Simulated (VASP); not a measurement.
# PbO (P4/nmm) in VASP: notebook

PbO is run at these levels: PBEsol; tasks: single point.

All numbers are computed with VASP 6.6.1; they aren't measurements. Logs are shortened: lines on timing, memory, paths and dates and some standing lists are left out, and cuts for length are marked.

**1. The cell of the first run**

Symmetry: P4/nmm, No. 129, tetragonal system. Conventional cell: a = 3.975 Å, b = 3.975 Å, c = 4.806 Å, α = 90.00°, β = 90.00°, γ = 90.00°. Pb (site symmetry 4mm) has 4 O at 2.31 Å within 3.1 Å. O (site symmetry -4m2) has 4 Pb at 2.31 Å and 4 O at 2.81 Å within 3.1 Å.

**2. Single point, PBEsol (volume scaled by 0.94, then relaxed in part)**

INCAR

```
  ALGO = Normal
  EDIFF = 1E-7
  ENCUT = 520
  GGA = PS
  ISIF = 2
  ISMEAR = 0
  LASPH = T
  LCHARG = F
  LREAL = F
  LWAVE = F
  NBANDS = 28
  NELM = 100
  PREC = Accurate
  SIGMA = 0.02
```

KPOINTS

```
k-points
0
Gamma
  8 8 6
```

POSCAR

```
PbO
1.0
    3.9745956040      0.0000000000      0.0000000000
    0.0000000000      3.9745956040      0.0000000000
    0.0000000000      0.0000000000      4.8061269625
Pb O
2 2
Direct
    0.0000000000      0.5000000000      0.2457249884
    0.5000000000      0.0000000000      0.7542750116
    0.0000000000      0.0000000000      0.0000000000
    0.5000000000      0.5000000000      0.0000000000
```

Potentials or basis: VASP PAW PBE potentials, release 64 (Pb_d, O).

The run is started by

```bash
$ cat potpaw_PBE.64/Pb_d/POTCAR potpaw_PBE.64/O/POTCAR > POTCAR
$ mpirun -np 1 vasp_std > vasp.out
```

OUTCAR:

```text
EDIFF = 1E-7
   ENCUT = 520
   GGA = PS
   ISIF = 2
   ISMEAR = 0
   LASPH = T
   LREAL = F
   NELM = 100
   PREC = Accurate

 ion  position               nearest neighbor table
   1  0.000  0.500  0.246-   3 2.31   4 2.31   3 2.31   4 2.31   2 3.67   2 3.67   2 3.67   2 3.67
                             2 3.72   2 3.72   2 3.72   2 3.72
   2  0.500  0.000  0.754-   3 2.31   4 2.31   4 2.31   3 2.31   1 3.67   1 3.67   1 3.67   1 3.67
                             1 3.72   1 3.72   1 3.72   1 3.72
   3  0.000  0.000  0.000-   1 2.31   2 2.31   1 2.31   2 2.31
   4  0.500  0.500  0.000-   1 2.31   2 2.31   2 2.31   1 2.31

  LATTYP: Found a simple tetragonal cell.
 ALAT       =     3.9745956040
 C/A-ratio  =     1.2092115630

  Lattice vectors:

 A1 = (   3.9745956040,   0.0000000000,   0.0000000000)
 A2 = (   0.0000000000,   3.9745956040,   0.0000000000)
 A3 = (   0.0000000000,   0.0000000000,   4.8061269625)

Analysis of symmetry for initial positions (statically):
=====================================================================
 Subroutine PRICEL returns:
 Original cell was already a primitive cell.

 Routine SETGRP: Setting up the symmetry group for a
 simple tetragonal supercell.

 Subroutine GETGRP returns: Found 16 space group operations
 (whereof  8 operations were pure point group operations)
 out of a pool of 16 trial point group operations.

The static configuration has the point symmetry D_2d.
 The point group associated with its full space group is D_4h.

Analysis of symmetry for dynamics (positions and initial velocities):
=====================================================================
 Subroutine PRICEL returns:
 Original cell was already a primitive cell.

 Routine SETGRP: Setting up the symmetry group for a
 simple tetragonal supercell.

 Subroutine GETGRP returns: Found 16 space group operations
 (whereof  8 operations were pure point group operations)
 out of a pool of 16 trial point group operations.

The dynamic configuration has the point symmetry D_2d.
 The point group associated with its full space group is D_4h.

 Subroutine INISYM returns: Found 16 space group operations
 (whereof  8 operations are pure point group operations),
 and found     1 'primitive' translations

----------------------------------------------------------------------------------------

                                     Primitive cell

  volume of cell :      75.9244

  direct lattice vectors                    reciprocal lattice vectors
     3.974595604  0.000000000  0.000000000     0.251597923  0.000000000  0.000000000
     0.000000000  3.974595604  0.000000000     0.000000000  0.251597923  0.000000000
     0.000000000  0.000000000  4.806126962     0.000000000  0.000000000  0.208067745

  length of vectors
     3.974595604  3.974595604  4.806126962     0.251597923  0.251597923  0.208067745

  position of ions in fractional coordinates (direct lattice)
     0.000000000  0.500000000  0.245724988
     0.500000000  0.000000000  0.754275012
     0.000000000  0.000000000  0.000000000
     0.500000000  0.500000000  0.000000000

  ion indices of the primitive-cell ions
   primitive index   ion index
                 1           1
                 2           2
                 3           3
                 4           4

----------------------------------------------------------------------------------------

 KPOINTS: k-points

Automatic generation of k-mesh.
 Grid dimensions read from file:
 generate k-points for:    8    8    6

 Generating k-lattice:

  Cartesian coordinates                     Fractional coordinates (reciprocal lattice)
     0.031449740  0.000000000  0.000000000     0.125000000  0.000000000  0.000000000
     0.000000000  0.031449740  0.000000000     0.000000000  0.125000000  0.000000000
     0.000000000  0.000000000  0.034677958     0.000000000  0.000000000  0.166666667

  Length of vectors
     0.031449740  0.031449740  0.034677958

  Shift w.r.t. Gamma in fractional coordinates (k-lattice)
     0.000000000  0.000000000  0.000000000

 Subroutine IBZKPT returns following result:
 ===========================================

 Found     60 irreducible k-points:

 Following reciprocal coordinates:
            Coordinates               Weight
  0.000000  0.000000  0.000000      1.000000
  0.125000  0.000000  0.000000      4.000000
  0.250000  0.000000  0.000000      4.000000
  0.375000  0.000000  0.000000      4.000000
  0.500000  0.000000  0.000000      2.000000
  0.125000  0.125000  0.000000      4.000000
[... 16 lines left out ...]
  0.375000  0.125000  0.166667     16.000000
  0.500000  0.125000  0.166667      8.000000
 [... further k-points ...]
   k-points           NKPTS =     60   k-points in BZ     NKDIM =     60   number of bands    NBANDS=     28
   number of dos      NEDOS =    301   number of ions     NIONS =      4
   total plane-waves  NPLWV =  32400
   dimension x,y,z NGX =    30 NGY =   30 NGZ =   36
   dimension x,y,z NGXF=    60 NGYF=   60 NGZF=   72
   ions per type =               2   2
   NGX,Y,Z   is equivalent  to a cutoff of  12.55, 12.55, 12.45 a.u.
   NGXF,Y,Z  is equivalent  to a cutoff of  25.10, 25.10, 24.91 a.u.
 SYSTEM =  unknown system
   PREC   = accura    normal or accurate (medium, high low for compatibility)
   ISTART =      0    job   : 0-new  1-cont  2-samecut
   ICHARG =      2    charge: 1-file 2-atom 10-const
   ISPIN  =      1    spin polarized calculation?
   LNONCOLLINEAR =      F non collinear calculations
   LSORBIT =      F    spin-orbit coupling
   LASPH  =      T    aspherical Exc in radial PAW
   ENCUT  =  520.0 eV  38.22 Ry    6.18 a.u.   7.39  7.39  8.94*2*pi/ulx,y,z
   NELM   =    100;   NELMIN=  2; NELMDL= -5     # of ELM steps
   EDIFF  = 0.1E-06   stopping-criterion for ELM
   LREAL  =      F    real-space projection
   EDIFFG = 0.1E-05   stopping-criterion for IOM
   NSW    =      0    number of steps for IOM
   IBRION =     -1    ionic relax: 0-MD 1-quasi-New 2-CG
   NFREE  =      0    steps in history (QN), initial steepest desc. (CG)
   ISIF   =      2    stress and relaxation
   ISYM   =      2    0-nonsym 1-usesym 2-fastsym
   POTIM  = 0.5000    time-step for ionic-motion
   TEBEG  =    0.0;   TEEND  =   0.0 temperature during run
   PSTRESS=    0.0 pullay stress
   NELECT =      40.0000    total number of electrons
   NUPDOWN=      -1.0000    fix difference up-down
   EMIN   =  10.00;   EMAX   =-10.00  energy-range for DOS
   EFERMI =   0.00;   METHOD = LEGACY
   ISMEAR =     0;   SIGMA  =   0.02  broadening in eV -4-tet -1-fermi 0-gaus
   EFERMI_NEDOS =   21; number of points for ismear=-14 and -15
   IALGO  =     38    algorithm
   IMIX   =      4    mixing-type and parameters
     AMIX     =   0.40;   BMIX     =  1.00
     AMIX_MAG =   1.60;   BMIX_MAG =  1.00
  volume/ion in A,a.u.               =      18.98       128.09
  Fermi-wavevector in a.u.,A,eV,Ry     =   1.322212  2.498619 23.786314  1.748245
  Thomas-Fermi vector in A             =   2.451910
   LORBIT       =      0    0 simple, 1 ext, 2 COOP (PROOUT), +10 PAW based schemes
   GGA     = PS    functional components
   LHFCALC =     F    Hartree Fock is set to
   AEXX    =    0.0000 exact exchange contribution
   IVDW    =     0    specifies the selected vdW correction
   LEPSILON=     F    determine dielectric tensor
   LRPA    =     F    only Hartree local field effects (RPA)
 non-spin polarized calculation
 Gauss-broadening in eV      SIGMA  =   0.02
  energy-cutoff  :      520.00
  volume of cell :       75.92
 maximum number of plane-waves:      2082
 NGX is ok and might be reduce to    30
   NGX = 15   NGY = 15   NGZ = 17

 number of electron      39.9999992 magnetization

 Free energy of the ion-electron system (eV)
  ---------------------------------------------------
  ext. energy  EPLUGINS =         0.00000000
  ---------------------------------------------------
  free energy    TOTEN  =       -22.85281159 eV

  energy without entropy =      -22.85281159  energy(sigma->0) =      -22.85281159

 E-fermi :   5.5425     XC(G=0): -10.3514

 val. band max:        5.3926349859   @ k =   0.1250   0.0000   0.0000
 cond. band min:       6.3831542382   @ k =   0.5000   0.5000   0.0000
 fundamental gap:      0.9905192523
 Fermi energy:         5.5425063404

 k-point     1 :       0.0000    0.0000    0.0000
  band No.  band energies     occupation
      1     -13.0086      2.00000
      2     -12.4345      2.00000
      3     -10.5685      2.00000
      4     -10.5685      2.00000
      5     -10.5034      2.00000
      6     -10.4619      2.00000
[... 20 lines left out ...]
     27      12.8568      0.00000
     28      13.3001      0.00000

 k-point     2 :       0.1250    0.0000    0.0000
  band No.  band energies     occupation
      1     -12.9714      2.00000
      2     -12.4446      2.00000
      3     -10.5591      2.00000
      4     -10.5589      2.00000
      5     -10.4903      2.00000
      6     -10.4533      2.00000
[... 20 lines left out ...]
     27      13.0258      0.00000
     28      14.3110      0.00000

 k-point     3 :       0.2500    0.0000    0.0000
  band No.  band energies     occupation
      1     -12.8741      2.00000
      2     -12.4787      2.00000
      3     -10.5325      2.00000
      4     -10.5318      2.00000
      5     -10.4524      2.00000
      6     -10.4323      2.00000
[... 20 lines left out ...]
     27      13.2576      0.00000
     28      16.1479      0.00000

 k-point     4 :       0.3750    0.0000    0.0000
  band No.  band energies     occupation
      1     -12.7514      2.00000
      2     -12.5421      2.00000
      3     -10.4955      2.00000
      4     -10.4928      2.00000
      5     -10.4316      2.00000
      6     -10.4181      2.00000
[... 20 lines left out ...]
     27      13.6540      0.00000
     28      15.4890      0.00000

 k-point     5 :       0.5000    0.0000    0.0000
  band No.  band energies     occupation
      1     -12.6351      2.00000
      2     -12.6351      2.00000
      3     -10.4580      2.00000
      4     -10.4580      2.00000
      5     -10.4505      2.00000
      6     -10.4505      2.00000
[... 20 lines left out ...]
     27      14.3610      0.00000
     28      14.3610      0.00000

 k-point     6 :       0.1250    0.1250    0.0000
  band No.  band energies     occupation
      1     -12.9366      2.00000
      2     -12.4539      2.00000
      3     -10.5662      2.00000
      4     -10.5314      2.00000
      5     -10.4783      2.00000
      6     -10.4468      2.00000
[... 463 lines left out ...]
      5     -10.4664      2.00000
      6     -10.4557      2.00000
[... 20 lines left out ...]
     27      13.6889      0.00000
     28      14.8528      0.00000

 k-point    22 :       0.2500    0.1250    0.1667
  band No.  band energies     occupation
      1     -12.8449      2.00000
      2     -12.4835      2.00000
      3     -10.5373      2.00000
      4     -10.4999      2.00000
      5     -10.4371      2.00000
      6     -10.4345      2.00000
[... 20 lines left out ...]
     27      14.2419      0.00000
     28      15.7030      0.00000

 k-point    23 :       0.3750    0.1250    0.1667
  band No.  band energies     occupation
      1     -12.7364      2.00000
      2     -12.5449      2.00000
      3     -10.5097      2.00000
      4     -10.4748      2.00000
      5     -10.4362      2.00000
      6     -10.4119      2.00000
[... 20 lines left out ...]
     27      14.5416      0.00000
     28      15.1501      0.00000

 k-point    24 :       0.5000    0.1250    0.1667
  band No.  band energies     occupation
      1     -12.6316      2.00000
      2     -12.6316      2.00000
      3     -10.4813      2.00000
      4     -10.4813      2.00000
      5     -10.4300      2.00000
      6     -10.4300      2.00000
[... 20 lines left out ...]
     27      14.8339      0.00000
     28      14.8339      0.00000

 [... further k-points ...]
[... 5 lines left out ...]
  --------------------------------------------------------------------------------------
  -------------------------------------------------------------------------------------
  Total        0.7592551      0.7592551      0.7358086      0.0000000      0.0000000      0.0000000
  in kB       16.0220154     16.0220154     15.5272406      0.0000000      0.0000000      0.0000000
  external PRESSURE =      15.8570905 kB  Pullay stress =       0.0000000 kB

 VOLUME and BASIS-vectors are now :
 -----------------------------------------------------------------------------
  energy-cutoff  :      520.00
  volume of cell :       75.92
      direct lattice vectors                 reciprocal lattice vectors
     3.974595604  0.000000000  0.000000000     0.251597923  0.000000000  0.000000000
     0.000000000  3.974595604  0.000000000     0.000000000  0.251597923  0.000000000
     0.000000000  0.000000000  4.806126962     0.000000000  0.000000000  0.208067745

 POSITION                                       TOTAL-FORCE (eV/Angst)
 -----------------------------------------------------------------------------------
      0.00000      1.98730      1.18099        -0.000000      0.000000      0.048195
      1.98730      0.00000      3.62514         0.000000      0.000000     -0.048195
      0.00000      0.00000      0.00000         0.000000      0.000000      0.000000
      1.98730      1.98730      0.00000         0.000000     -0.000000      0.000000
 -----------------------------------------------------------------------------------
    total drift:                                0.000000      0.000000      0.000000

  FREE ENERGIE OF THE ION-ELECTRON SYSTEM (eV)
  ---------------------------------------------------
  free  energy   TOTEN  =       -22.8528115888 eV

  energy  without entropy=      -22.8528115888  energy(sigma->0) =      -22.85281159
```

Run time: 1.8 min. Hardware: 1 thread of Intel Xeon Platinum 8259CL at 2.50GHz (Skylake/Cascade Lake), shared host; peak memory 0.25 GiB.

Results:

```yaml
Free_energy: -22.8528 eV
Pressure: 1.6 GPa
Largest_force: 0.048 eV/Å
Band_gap_on_the_k_mesh: 0.99 eV, indirect (least direct gap 2.05 eV)
```

Forces in eV/Å, atoms in the order of the input:
```
Pb   0.000  0.000  0.048
Pb   0.000  0.000 -0.048
O    0.000  0.000  0.000
O    0.000  0.000  0.000
```

Levels at points of the mesh, in eV from the valence-band top:
```tsv
k point	band 17	band 18	band 19	band 20	band 21	band 22	band 23	band 24
(0.00, 0.00, 0.00)	-1.72	-1.70	-1.70	-0.03	2.56	5.51	5.51	5.89
(0.50, 0.00, 0.00)	-3.08	-3.08	-1.69	-1.69	3.54	3.54	6.66	6.66
(0.50, 0.50, 0.00)	-1.59	-1.59	-1.06	-1.06	0.99	0.99	5.35	5.35
(0.00, 0.00, 0.50)	-1.77	-1.73	-1.73	-0.86	1.91	3.76	3.76	4.04
(0.50, 0.00, 0.50)	-3.03	-3.03	-0.94	-0.94	3.22	3.22	6.19	6.19
(0.50, 0.50, 0.50)	-2.36	-2.36	-1.06	-1.06	3.44	3.44	5.09	5.09
```

Caveat: the PAW data sets were made with another functional, which shifts forces and pressure a little; spin-orbit coupling is left out, which moves the levels of the heavy elements.

**3. Single point, PBEsol (volume scaled by 0.97, then relaxed in part)**

INCAR

```
  PREC = Accurate
  ENCUT = 520
  EDIFF = 1E-7
  ISMEAR = 0
  SIGMA = 0.02
  LREAL = F
  LASPH = T
  NELM = 80
  ALGO = Normal
  ISIF = 2
  LWAVE = F
  LCHARG = F
  GGA = PS
  NBANDS = 28
```

KPOINTS

```
Automatic mesh
0
Gamma
  8 8 6
```

POSCAR

```
PbO
1.0
    3.9783190305      0.0000000000      0.0000000000
    0.0000000000      3.9783190305      0.0000000000
    0.0000000000      0.0000000000      4.9502348255
Pb O
2 2
Direct
    0.0000000000      0.5000000000      0.2392578202
    0.5000000000      0.0000000000      0.7607421798
    0.0000000000      0.0000000000      0.0000000000
    0.5000000000      0.5000000000      0.0000000000
```

Potentials or basis: VASP PAW PBE potentials, release 64 (Pb_d, O).

The run is started by

```bash
$ cat potpaw_PBE.64/Pb_d/POTCAR potpaw_PBE.64/O/POTCAR > POTCAR
$ mpirun -np 1 vasp_std > vasp.out
```

Run time: 2 min. Hardware: 1 thread of Intel Xeon Platinum 8259CL at 2.50GHz (Skylake/Cascade Lake), shared host; peak memory 0.25 GiB.

It converged, with:

```yaml
Free_energy: -22.8693 eV
Pressure: 0.8 GPa
Largest_force: 0.046 eV/Å
Band_gap_on_the_k_mesh: 1.11 eV, indirect (least direct gap 2.16 eV)
```

Forces in eV/Å, atoms in the order of the input:
```
Pb   0.000  0.000  0.046
Pb   0.000  0.000 -0.046
O    0.000  0.000  0.000
O    0.000  0.000  0.000
```

Stress tensor (GPa, compression positive):
```
0.82 0.00 0.00
0.00 0.82 0.00
0.00 0.00 0.70
```

Levels at points of the mesh, in eV from the valence-band top:
| k point | band 16 | band 17 | band 18 | band 19 | band 20 | band 21 | band 22 | band 23 | band 24 | band 25 |
| --- | --- | --- | --- | --- | --- | --- | --- | --- | --- | --- |
| (0.00, 0.00, 0.00) | -4.34 | -1.71 | -1.69 | -1.69 | -0.02 | 2.38 | 5.54 | 5.59 | 5.59 | 6.65 |
| (0.50, 0.00, 0.00) | -3.23 | -3.05 | -3.05 | -1.68 | -1.68 | 3.40 | 3.40 | 6.63 | 6.63 | 6.67 |
| (0.50, 0.50, 0.00) | -3.45 | -1.64 | -1.64 | -1.05 | -1.05 | 1.11 | 1.11 | 5.24 | 5.24 | 8.00 |
| (0.00, 0.00, 0.50) | -4.16 | -1.76 | -1.71 | -1.71 | -0.92 | 1.87 | 3.91 | 3.91 | 4.15 | 8.72 |
| (0.50, 0.00, 0.50) | -3.75 | -3.02 | -3.02 | -0.98 | -0.98 | 3.09 | 3.09 | 6.26 | 6.26 | 7.41 |
| (0.50, 0.50, 0.50) | -3.95 | -2.28 | -2.28 | -1.05 | -1.05 | 3.43 | 3.43 | 4.80 | 4.80 | 5.72 |

Caveat: the PAW data sets were made with another functional, which shifts forces and pressure a little; spin-orbit coupling is left out, which moves the levels of the heavy elements.
